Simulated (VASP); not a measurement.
# NaCl (I4/mmm) in VASP: notebook

The runs below take NaCl through single point, with PBE.

Everything below comes from runs of VASP 6.6.1. Logs are shortened: lines on timing, memory, paths and dates and some standing lists are left out, and cuts for length are marked.

## Step 1: The cell of the first run

The structure is tetragonal, space group I4/mmm (No. 139). The conventional cell has a = 3.805 Å, b = 3.805 Å, c = 5.704 Å, α = 90.00°, β = 90.00°, γ = 90.00°. Within 3.5 Å of Na (site symmetry 4/mmm) lie 6 Cl at 2.69 to 2.85 Å. Cl (site symmetry 4/mmm) has 6 Na at 2.69 to 2.85 Å within 3.5 Å.

## Step 2: Single point, PBE (epitaxial xy strain -4.0%)

File INCAR:

```
PREC     = Accurate       # precision mode
ENCUT    = 520            # plane-wave cutoff, eV
EDIFF    = 1E-6           # SCF threshold, eV
ISMEAR   = -1             # smearing method
SIGMA    = 0.02           # smearing width, eV
LREAL    = False          # projectors in reciprocal space
LASPH    = True           # aspherical terms in the spheres
NELM     = 100            # most SCF steps
ALGO     = Normal         # electronic algorithm
ISIF     = 2              # what is computed and relaxed
LWAVE    = False          # write WAVECAR
LCHARG   = False          # write CHGCAR
GGA      = PE             # functional
NBANDS   = 14             # bands
```

File KPOINTS:

```
Automatic mesh
0
Gamma
  8 8 8
```

File POSCAR:

```
NaCl
1.0
    0.0000000000      2.6905908724      2.8517746473
    2.6905908724      0.0000000000      2.8517746473
    2.6905908724      2.6905908724      0.0000000000
Na Cl
1 1
Direct
    0.0000000000      0.0000000000      0.0000000000
    0.5000000000      0.5000000000      0.5000000000
```

Potentials or basis: VASP PAW PBE potentials, release 64 (Na_pv, Cl).

The run is started by

```sh
$ cat potpaw_PBE.64/Na_pv/POTCAR potpaw_PBE.64/Cl/POTCAR > POTCAR
$ mpirun -np 1 vasp_std > vasp.out
```

OUTCAR:

```text
PREC = Accurate
   ENCUT = 520
   EDIFF = 1E-6
   ISMEAR = -1
   LREAL = False
   LASPH = True
   NELM = 100
   ISIF = 2
   GGA = PE

 ion  position               nearest neighbor table
   1  0.000  0.000  0.000-   2 2.69   2 2.69   2 2.69   2 2.69
   2  0.500  0.500  0.500-   1 2.69   1 2.69   1 2.69   1 2.69

  LATTYP: Found a body centered tetragonal cell.
 ALAT       =     3.8050701025
 C/A-ratio  =     1.4989340908

  Lattice vectors:

 A1 = (  -2.6905908724,   0.0000000000,   2.8517746473)
 A2 = (   2.6905908724,   0.0000000000,   2.8517746473)
 A3 = (   0.0000000000,   2.6905908724,  -2.8517746473)

Analysis of symmetry for initial positions (statically):
=====================================================================
 Subroutine PRICEL returns:
 Original cell was already a primitive cell.

 Routine SETGRP: Setting up the symmetry group for a
 body centered tetragonal supercell.

 Subroutine GETGRP returns: Found 16 space group operations
 (whereof 16 operations were pure point group operations)
 out of a pool of 16 trial point group operations.

The static configuration has the point symmetry D_4h.

Analysis of symmetry for dynamics (positions and initial velocities):
=====================================================================
 Subroutine PRICEL returns:
 Original cell was already a primitive cell.

 Routine SETGRP: Setting up the symmetry group for a
 body centered tetragonal supercell.

 Subroutine GETGRP returns: Found 16 space group operations
 (whereof 16 operations were pure point group operations)
 out of a pool of 16 trial point group operations.

The dynamic configuration has the point symmetry D_4h.

 Subroutine INISYM returns: Found 16 space group operations
 (whereof 16 operations are pure point group operations),
 and found     1 'primitive' translations

----------------------------------------------------------------------------------------

                                     Primitive cell

  volume of cell :      41.2896

  direct lattice vectors                    reciprocal lattice vectors
     0.000000000  2.690590872  2.851774647    -0.185832787  0.185832787  0.175329422
     2.690590872  0.000000000  2.851774647     0.185832787 -0.185832787  0.175329422
     2.690590872  2.690590872  0.000000000     0.185832787  0.185832787 -0.175329422

  length of vectors
     3.920701198  3.920701198  3.805070103     0.315924129  0.315924129  0.315924129

  position of ions in fractional coordinates (direct lattice)
     0.000000000  0.000000000  0.000000000
     0.500000000  0.500000000  0.500000000

  ion indices of the primitive-cell ions
   primitive index   ion index
                 1           1
                 2           2

----------------------------------------------------------------------------------------

 KPOINTS: Automatic mesh

Automatic generation of k-mesh.
 Grid dimensions read from file:
 generate k-points for:    8    8    8

 Generating k-lattice:

  Cartesian coordinates                     Fractional coordinates (reciprocal lattice)
    -0.023229098  0.023229098  0.021916178     0.125000000  0.000000000  0.000000000
     0.023229098 -0.023229098  0.021916178     0.000000000  0.125000000  0.000000000
     0.023229098  0.023229098 -0.021916178     0.000000000  0.000000000  0.125000000

  Length of vectors
     0.039490516  0.039490516  0.039490516

  Shift w.r.t. Gamma in fractional coordinates (k-lattice)
     0.000000000  0.000000000  0.000000000

 Subroutine IBZKPT returns following result:
 ===========================================

 Found     59 irreducible k-points:

 Following reciprocal coordinates:
            Coordinates               Weight
  0.000000  0.000000  0.000000      1.000000
  0.125000  0.000000  0.000000      8.000000
  0.250000  0.000000  0.000000      8.000000
  0.375000  0.000000  0.000000      8.000000
  0.500000  0.000000  0.000000      4.000000
  0.125000  0.125000  0.000000      2.000000
[... 16 lines left out ...]
  0.250000  0.000000  0.125000     16.000000
  0.375000  0.000000  0.125000     16.000000
 [... further k-points ...]
   k-points           NKPTS =     59   k-points in BZ     NKDIM =     59   number of bands    NBANDS=     14
   number of dos      NEDOS =    301   number of ions     NIONS =      2
   total plane-waves  NPLWV =  25200
   dimension x,y,z NGX =    30 NGY =   30 NGZ =   28
   dimension x,y,z NGXF=    60 NGYF=   60 NGZF=   56
   ions per type =               1   1
   NGX,Y,Z   is equivalent  to a cutoff of  12.72, 12.72, 12.23 a.u.
   NGXF,Y,Z  is equivalent  to a cutoff of  25.44, 25.44, 24.47 a.u.
 SYSTEM =  unknown system
   PREC   = accura    normal or accurate (medium, high low for compatibility)
   ISTART =      0    job   : 0-new  1-cont  2-samecut
   ICHARG =      2    charge: 1-file 2-atom 10-const
   ISPIN  =      1    spin polarized calculation?
   LNONCOLLINEAR =      F non collinear calculations
   LSORBIT =      F    spin-orbit coupling
   LASPH  =      T    aspherical Exc in radial PAW
   ENCUT  =  520.0 eV  38.22 Ry    6.18 a.u.   7.29  7.29  7.07*2*pi/ulx,y,z
   NELM   =    100;   NELMIN=  2; NELMDL= -5     # of ELM steps
   EDIFF  = 0.1E-05   stopping-criterion for ELM
   LREAL  =      F    real-space projection
   EDIFFG = 0.1E-04   stopping-criterion for IOM
   NSW    =      0    number of steps for IOM
   IBRION =     -1    ionic relax: 0-MD 1-quasi-New 2-CG
   NFREE  =      0    steps in history (QN), initial steepest desc. (CG)
   ISIF   =      2    stress and relaxation
   ISYM   =      2    0-nonsym 1-usesym 2-fastsym
   POTIM  = 0.5000    time-step for ionic-motion
   TEBEG  =    0.0;   TEEND  =   0.0 temperature during run
   PSTRESS=    0.0 pullay stress
   NELECT =      14.0000    total number of electrons
   NUPDOWN=      -1.0000    fix difference up-down
   EMIN   =  10.00;   EMAX   =-10.00  energy-range for DOS
   EFERMI =   0.00;   METHOD = LEGACY
   ISMEAR =    -1;   SIGMA  =   0.02  broadening in eV -4-tet -1-fermi 0-gaus
   EFERMI_NEDOS =   21; number of points for ismear=-14 and -15
   IALGO  =     38    algorithm
   IMIX   =      4    mixing-type and parameters
     AMIX     =   0.40;   BMIX     =  1.00
     AMIX_MAG =   1.60;   BMIX_MAG =  1.00
  volume/ion in A,a.u.               =      20.64       139.32
  Fermi-wavevector in a.u.,A,eV,Ry     =   1.141574  2.157262 17.730987  1.303191
  Thomas-Fermi vector in A             =   2.278274
   LORBIT       =      0    0 simple, 1 ext, 2 COOP (PROOUT), +10 PAW based schemes
   GGA     = PE    functional components
   LHFCALC =     F    Hartree Fock is set to
   AEXX    =    0.0000 exact exchange contribution
   IVDW    =     0    specifies the selected vdW correction
   LEPSILON=     F    determine dielectric tensor
   LRPA    =     F    only Hartree local field effects (RPA)
 non-spin polarized calculation
  energy-cutoff  :      520.00
  volume of cell :       41.29
 maximum number of plane-waves:      1131
 NGX is ok and might be reduce to    30
   NGX = 15   NGY = 15   NGZ = 15

 number of electron      14.0000004 magnetization

 Free energy of the ion-electron system (eV)
  ---------------------------------------------------
  ext. energy  EPLUGINS =         0.00000000
  ---------------------------------------------------
  free energy    TOTEN  =        -6.71171020 eV

  energy without entropy =       -6.71171020  energy(sigma->0) =       -6.71171020

 E-fermi :   0.1912     XC(G=0):  -8.5213

 val. band max:       -0.2109957507   @ k =   0.0000   0.0000   0.0000
 cond. band min:       5.2183944482   @ k =   0.0000   0.0000   0.0000
 fundamental gap:      5.4293901989
 Fermi energy:         0.1911880821

 k-point     1 :       0.0000    0.0000    0.0000
  band No.  band energies     occupation
      1     -20.8960      2.00000
      2     -20.8892      2.00000
      3     -20.8892      2.00000
      4     -13.0907      2.00000
      5      -0.2356      2.00000
      6      -0.2356      2.00000
      7      -0.2110      2.00000
      8       5.2184      0.00000
      9      10.6758      0.00000
     10      11.1429      0.00000
     11      11.1429      0.00000
     12      12.8684      0.00000
     13      13.6132      0.00000
     14      15.0139      0.00000

 k-point     2 :       0.1250    0.0000    0.0000
  band No.  band energies     occupation
      1     -20.8993      2.00000
      2     -20.8932      2.00000
      3     -20.8894      2.00000
      4     -13.0306      2.00000
      5      -0.6465      2.00000
      6      -0.2758      2.00000
      7      -0.2756      2.00000
      8       5.7463      0.00000
      9      10.4274      0.00000
     10      11.0442      0.00000
     11      11.3697      0.00000
     12      12.7018      0.00000
     13      13.3322      0.00000
     14      16.0097      0.00000

 k-point     3 :       0.2500    0.0000    0.0000
  band No.  band energies     occupation
      1     -20.9137      2.00000
      2     -20.8963      2.00000
      3     -20.8897      2.00000
      4     -12.8807      2.00000
      5      -1.4717      2.00000
      6      -0.4102      2.00000
      7      -0.3695      2.00000
      8       6.7161      0.00000
      9       9.9945      0.00000
     10      11.0749      0.00000
     11      11.6160      0.00000
     12      13.1426      0.00000
     13      13.3956      0.00000
     14      16.0835      0.00000

 k-point     4 :       0.3750    0.0000    0.0000
  band No.  band energies     occupation
      1     -20.9291      2.00000
      2     -20.8981      2.00000
      3     -20.8901      2.00000
      4     -12.7231      2.00000
      5      -2.1568      2.00000
      6      -0.5372      2.00000
      7      -0.4596      2.00000
      8       7.1529      0.00000
      9      10.5116      0.00000
     10      10.8202      0.00000
     11      11.3991      0.00000
     12      14.6728      0.00000
     13      14.6856      0.00000
     14      15.5496      0.00000

 k-point     5 :       0.5000    0.0000    0.0000
  band No.  band energies     occupation
      1     -20.9355      2.00000
      2     -20.8988      2.00000
      3     -20.8902      2.00000
      4     -12.6553      2.00000
      5      -2.4159      2.00000
      6      -0.5879      2.00000
      7      -0.4959      2.00000
      8       7.1820      0.00000
      9      10.6796      0.00000
     10      11.0796      0.00000
     11      11.2678      0.00000
[... 276 lines left out ...]
 k-point    22 :       0.1250    0.0000    0.1250
  band No.  band energies     occupation
      1     -20.8974      2.00000
      2     -20.8961      2.00000
      3     -20.8914      2.00000
      4     -13.0068      2.00000
      5      -0.6892      2.00000
      6      -0.3728      2.00000
      7      -0.3166      2.00000
      8       5.9322      0.00000
      9      10.1908      0.00000
     10      11.1674      0.00000
     11      11.4732      0.00000
     12      12.5071      0.00000
     13      13.3338      0.00000
     14      16.5746      0.00000

 k-point    23 :       0.2500    0.0000    0.1250
  band No.  band energies     occupation
      1     -20.9089      2.00000
      2     -20.8981      2.00000
      3     -20.8921      2.00000
      4     -12.8878      2.00000
      5      -1.2972      2.00000
      6      -0.4859      2.00000
      7      -0.4392      2.00000
      8       6.7973      0.00000
      9       9.5733      0.00000
     10      11.3615      0.00000
     11      11.6574      0.00000
     12      12.4245      0.00000
     13      13.7019      0.00000
     14      17.1880      0.00000

 k-point    24 :       0.3750    0.0000    0.1250
  band No.  band energies     occupation
      1     -20.9236      2.00000
      2     -20.8996      2.00000
      3     -20.8926      2.00000
      4     -12.7375      2.00000
      5      -1.9475      2.00000
      6      -0.5998      2.00000
      7      -0.5875      2.00000
      8       7.4720      0.00000
      9       9.7752      0.00000
     10      10.7981      0.00000
     11      11.4502      0.00000
     12      13.6841      0.00000
     13      15.0327      0.00000
     14      16.7599      0.00000

 [... further k-points ...]
[... 5 lines left out ...]
  --------------------------------------------------------------------------------------
  -------------------------------------------------------------------------------------
  Total        1.2558597      1.2558597      0.3516888      0.0000000      0.0000000      0.0000000
  in kB       48.7316575     48.7316575     13.6467293      0.0000000      0.0000000      0.0000000
  external PRESSURE =      37.0366815 kB  Pullay stress =       0.0000000 kB

 VOLUME and BASIS-vectors are now :
 -----------------------------------------------------------------------------
  energy-cutoff  :      520.00
  volume of cell :       41.29
      direct lattice vectors                 reciprocal lattice vectors
     0.000000000  2.690590872  2.851774647    -0.185832787  0.185832787  0.175329422
     2.690590872  0.000000000  2.851774647     0.185832787 -0.185832787  0.175329422
     2.690590872  2.690590872  0.000000000     0.185832787  0.185832787 -0.175329422

 POSITION                                       TOTAL-FORCE (eV/Angst)
 -----------------------------------------------------------------------------------
      0.00000      0.00000      0.00000         0.000000      0.000000      0.000000
      2.69059      2.69059      2.85177         0.000000      0.000000      0.000000
 -----------------------------------------------------------------------------------
    total drift:                               -0.000000      0.000000      0.000000

  FREE ENERGIE OF THE ION-ELECTRON SYSTEM (eV)
  ---------------------------------------------------
  free  energy   TOTEN  =        -6.7117101973 eV

  energy  without entropy=       -6.7117101973  energy(sigma->0) =       -6.71171020
```

Wall time 12 s (1 thread of Intel Xeon 6975P-C (Granite Rapids), shared host); peak memory 0.17 GiB.

What came out:

* Free energy: -6.7117 eV
* Pressure: 3.7 GPa
* Band gap on the k mesh: 5.43 eV, direct

Levels at points of the mesh, in eV from the valence-band top:
| k point | band 4 | band 5 | band 6 | band 7 | band 8 | band 9 | band 10 | band 11 |
| --- | --- | --- | --- | --- | --- | --- | --- | --- |
| (0.00, 0.00, 0.00) | -12.88 | -0.02 | -0.02 | 0.00 | 5.43 | 10.89 | 11.35 | 11.35 |
| (0.50, 0.00, 0.00) | -12.44 | -2.20 | -0.38 | -0.28 | 7.39 | 10.89 | 11.29 | 11.48 |
| (0.50, 0.50, 0.00) | -12.44 | -1.93 | -0.60 | -0.60 | 7.82 | 8.13 | 11.53 | 15.54 |
| (0.50, 0.00, 0.50) | -12.38 | -1.88 | -0.84 | -0.64 | 7.77 | 7.92 | 12.09 | 14.97 |

Caveat: the cell differs from its parent crystal (epitaxial xy strain -4.0%).

[end of part 1 of 2]
